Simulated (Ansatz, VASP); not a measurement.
One calculation of Sn, two programs

File POSCAR:

```
Sn
1.0
    0.0000000000      3.3157203035      3.3157203035
    3.3157203035      0.0000000000      3.3157203035
    3.3157203035      3.3157203035      0.0000000000
Sn
2
Direct
    0.0000000000      0.0000000000      0.0000000000
    0.2500000000      0.2500000000      0.2500000000
```

Contents of INCAR.step1:

```
  ALGO = Normal
  EDIFF = 1E-4
  ENCUT = 520
  GGA = PE
  ISMEAR = 0
  LASPH = True
  LCHARG = False
  LREAL = False
  LWAVE = True
  NBANDS = 21
  NELM = 100
  PREC = Accurate
  SIGMA = 0.1
```

File INCAR.step2:

```
  ALGO = Normal
  EDIFF = 1E-6
  ENCUT = 520
  ISIF = 2
  ISMEAR = 0
  ISTART = 1
  LASPH = True
  LCHARG = True
  LELF = True
  LMIXTAU = True
  LREAL = False
  LVHAR = True
  LWAVE = False
  METAGGA = R2SCAN
  NBANDS = 21
  NELM = 100
  PREC = Accurate
  SIGMA = 0.1
```

The input KPOINTS:

```
k-points
0
Gamma
  12 12 12
```

Input for Ansatz:

```yaml
crystal:
  lattice:
    - [0.0, 3.3157203036, 3.3157203036]
    - [3.3157203036, 0.0, 3.3157203036]
    - [3.3157203036, 3.3157203036, 0.0]
  atoms:
    - { symbol: Sn, position: [0.0, 0.0, 0.0] }
    - { symbol: Sn, position: [0.25, 0.25, 0.25] }
basis:
  ecutwfc: 500
kpoints:
  mp_grid: { grid: [12, 12, 12] }
hamiltonian:
  xc: r2scan
scf:
  occupations: { method: gaussian, width: 0.1 }
output:
  forces: true
  stress: true
  eigenvalues: true
```

Alike in both runs: task single point; functional r2SCAN; k mesh 12 × 12 × 12; occupations gaussian, width 0.1 eV; no spin polarisation.

|  | VASP | Ansatz |
| --- | --- | --- |
| version | VASP 6.6.1 | Ansatz 0.2.0 |
| potentials or method | VASP PAW PBE potentials, release 64 (Sn_d), cutoff 520 eV | scalar-relativistic, plane waves, PAW |
| valence electrons in the cell | 28 | 28 |

```tsv
	VASP	Ansatz	Ansatz less VASP
gap on the k mesh at the Fermi level (eV)	none	none	-
pressure (GPa)	-1.2	-1.2	+0.03
```

VASP's potentials were made for PBE, not for r2SCAN. A gap of «none» marks a metal or a gap that the smearing closes.
